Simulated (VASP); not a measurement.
Zr:

```xyz
1
Lattice="-1.7855 1.7855 1.7855 1.7855 -1.7855 1.7855 1.7855 1.7855 -1.7855" Properties=species:S:1:pos:R:3 pbc="T T T"
Zr    0.0000    0.0000    0.0000
```

Base run:

* Program: VASP 6.6.1
* Functional: PBEsol
* Potentials or basis: VASP PAW PBE potentials, release 64 (Zr_sv)
* Cutoff: 520 eV
* k mesh: 10 × 10 × 10
* Occupations: fermi-dirac, width 0.05 eV
* Spin: no spin polarisation

Its results: band gap on the k mesh zero (band 6 reaches 9.96 eV, above the bottom of band 7 at 8.19 eV); pressure -4.0 GPa.

**Question.** After a change of settings the same cell gave: band gap on the k mesh zero (band 6 reaches 10.31 eV, above the bottom of band 7 at 8.25 eV); pressure 0.6 GPa. Which change was it?
A. functional from PBEsol to PBE0; cutoff from 520 eV to 400 eV; k mesh from 10 × 10 × 10 to 6 × 6 × 6
B. functional from PBEsol to r2SCAN; cutoff from 520 eV to 550 eV
C. cutoff from 520 eV to 500 eV
D. functional from PBEsol to LDA; potentials or basis from VASP PAW PBE potentials, release 64 (Zr_sv) to VASP PAW LDA potentials, release 64 (Zr_sv); cutoff from 520 eV to 500 eV

**Answer.** B.

Caveats: the PAW data sets were made with another functional, which shifts forces and pressure a little.
